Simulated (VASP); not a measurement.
Here is a VASP 6.6.1 calculation.

INCAR

```
PREC = Accurate
ENCUT = 520
EDIFF = 1E-6
ISMEAR = 0
SIGMA = 0.1
LREAL = F
LASPH = T
NELM = 150
ALGO = Normal
ISIF = 2
LWAVE = F
LCHARG = T
ISPIN = 2
MAGMOM = 0 0 0 0 1 1 1 1
LORBIT = 11
GGA = PE
LELF = T
LVHAR = T
NBANDS = 38
```

The input KPOINTS:

```
regular mesh
0
Gamma
  4 4 4
```

POSCAR

```
CaB3F4
1.0
   -2.8918202353      2.8918202353      2.8918202353
    2.8918202353     -2.8918202353      2.8918202353
    2.8918202353      2.8918202353     -2.8918202353
Ca B F
1 3 4
Direct
    0.0000000000      0.0000000000      0.0000000000
    0.5000000000      0.5000000000      0.0000000000
    0.5000000000      0.0000000000      0.5000000000
    0.0000000000      0.5000000000      0.5000000000
    0.5000000000      0.5000000000      0.5000000000
    0.0000000000      0.0000000000      0.5000000000
    0.0000000000      0.5000000000      0.0000000000
    0.5000000000      0.0000000000      0.0000000000
```

Potentials or basis: VASP PAW PBE potentials, release 64 (Ca_sv, B, F).

Launch:

```sh
$ cat potpaw_PBE.64/Ca_sv/POTCAR potpaw_PBE.64/B/POTCAR potpaw_PBE.64/F/POTCAR > POTCAR
$ mpirun -np 1 vasp_std > vasp.out
```

(1) Predict the pressure.

(2) What does it give for the net moment?

## Answers

(1) -0.1 GPa.

(2) 0.00 μB per cell.

Caveat: the k points lie up to 0.38 Å⁻¹ apart.
